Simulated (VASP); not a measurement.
Wanted: the native input for a VASP 6.6.1 run.

```
Task                   : single point
Functional             : PBE
Potentials or basis    : VASP PAW PBE potentials, release 64 (Si, Mo_sv)
Cutoff                 : 500 eV
k mesh                 : 7 × 7 × 2
Occupations            : gaussian, width 0.2 eV
Spin                   : no spin polarisation
Dipole correction      : no
Further INCAR settings : ALGO = Normal; EDIFF = 1e-06; NBANDS = 31
```

The structure of SiMo3 lies in POSCAR:

```
SiMo3
1.0
    2.9485708890      0.0000000028      0.0000000000
   -1.4742854469      2.5535372933      0.0000000000
    0.0000000000      0.0000000000      8.1723952865
Si Mo
1 3
Direct
    0.0000000000      0.0000000000      0.5000000000
    0.0000000000      0.0000000000      0.0000000000
    0.6666666667      0.3333333333      0.7366181259
    0.6666666667      0.3333333333      0.2633818741
```

The cell was built from a structure type or drawn by symmetry, and may not be a known phase.

The input as run:

INCAR

```
SYSTEM = SiMo3
PREC = Accurate
ENCUT = 500
EDIFF = 1E-6
ISMEAR = 0
SIGMA = 0.2
LREAL = .False.
LASPH = .True.
NELM = 120
ALGO = Normal
ISIF = 2
LWAVE = .False.
LCHARG = .True.
GGA = PE
LELF = .True.
LVHAR = .True.
NBANDS = 31
GGA_COMPAT = .False.
```

KPOINTS

```
regular mesh
0
Gamma
  7 7 2
  0 0 0
```

Potentials or basis: VASP PAW PBE potentials, release 64 (Si, Mo_sv).

Run with:

```sh
$ cat potpaw_PBE.64/Si/POTCAR potpaw_PBE.64/Mo_sv/POTCAR > POTCAR
$ mpirun -np 1 vasp_std > vasp.out
```

Results of the run:

```json
{"Pressure": "0.2 GPa", "Largest force": "0.009 eV/Å", "Band gap on the k mesh": "zero (bands 23 and 24 overlap by 0.75 eV)"}
```

Caveat: the k points lie up to 0.38 Å⁻¹ apart, too coarse for converged energies and pressures of a metal.

It took 34 s on 1 thread of Intel(R) Xeon(R) Platinum 8259CL CPU @ 2.50GHz (Skylake/Cascade Lake), with other jobs on the host, peak memory 0.18 GiB.
